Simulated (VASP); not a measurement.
Crystal: Sb.

```xyz
2
Lattice="2.1542 1.2437 3.7580 -2.1542 1.2437 3.7580 0.0000 -2.4875 3.7580" Properties=species:S:1:pos:R:3 pbc="T T T"
Sb    0.0000    0.0000    8.6416
Sb    0.0000    0.0000    2.6324
```

| Quantity | Value |
| --- | --- |
| Program | VASP 6.6.1 |
| Task | relaxation of cell and atoms |
| Functional | LDA |
| Potentials or basis | VASP PAW LDA potentials, release 64 (Sb) |
| Cutoff | 600 eV |
| k mesh | 8 × 8 × 8 |
| Occupations | fermi-dirac, width 0.05 eV |
| Spin | no spin polarisation |

At the start: pressure -0.9 GPa; volume 30.21 Å³/atom.

Where does the relaxation end?

Over 7 steps the energy falls by 5.0 meV/atom and the volume is 29.27 Å³/atom (-3.1 %); space group R-3m (No. 166, to 0.05 Å).

The path:
```
step  energy change (eV)  largest force (eV/Å)  pressure (GPa)  volume (Å³)
   1              0.0000                0.0765           -0.93        60.41
   2             -0.0042                0.1819            0.45        58.89
   3             -0.0043                0.1648            0.22        59.13
   4             -0.0076                0.1047            0.17        58.88
   5             -0.0100                0.0030            0.14        58.40
   6             -0.0100                0.0147           -0.17        58.70
   7             -0.0101                0.0050           -0.01        58.54
```

Final structure:
```yaml
crystal:
  lattice:
    - [2.15104, 1.24190, 3.65213]
    - [-2.15104, 1.24190, 3.65213]
    - [0.00000, -2.48381, 3.65213]
  atoms:
    - { symbol: Sb, position: [0.76390, 0.76390, 0.76390] }
    - { symbol: Sb, position: [0.23610, 0.23610, 0.23610] }
```
